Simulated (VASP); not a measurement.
Here is a VASP 6.6.1 calculation.

File INCAR:

```
SYSTEM = TaN
ALGO = Normal
EDIFF = 1E-6
ENCUT = 520
GGA = PS
ISIF = 2
ISMEAR = 0
LASPH = .True.
LCHARG = .False.
LREAL = .False.
LWAVE = .False.
NBANDS = 33
NELM = 100
PREC = Accurate
SIGMA = 0.1
```

File KPOINTS:

```
k-points
0
Gamma
  12 12 12
  0 0 0
```

Contents of POSCAR:

```
TaN
1.0
    5.0367982435      0.0000000000      0.0000000000
   -2.5183991217      4.3619952326      0.0000000000
    0.0000000000      0.0000000000      2.8329395829
Ta N
3 3
Direct
    0.3333333333      0.6666666667      0.5000000000
    0.6666666667      0.3333333333      0.5000000000
    0.0000000000      0.0000000000      0.0000000000
    0.3965673316      0.0000000000      0.0000000000
    0.6034326684      0.6034326684      0.0000000000
    0.0000000000      0.3965673316      0.0000000000
```

Potentials or basis: VASP PAW PBE potentials, release 64 (Ta_pv, N).

Launch:

```bash
$ cat potpaw_PBE.64/Ta_pv/POTCAR potpaw_PBE.64/N/POTCAR > POTCAR
$ mpirun -np 1 vasp_std > vasp.out
```

Question: What does it give for the pressure?

Answer: 31.4 GPa.

Question: Estimate the largest force.

Answer: 0.019 eV/Å.

Stress tensor (GPa, compression positive):
```
31.48  0.00  0.00
 0.00 31.48  0.00
 0.00  0.00 31.35
```

Caveat: the cell stands under pressure; the PAW data sets were made with another functional, which shifts forces and pressure a little.
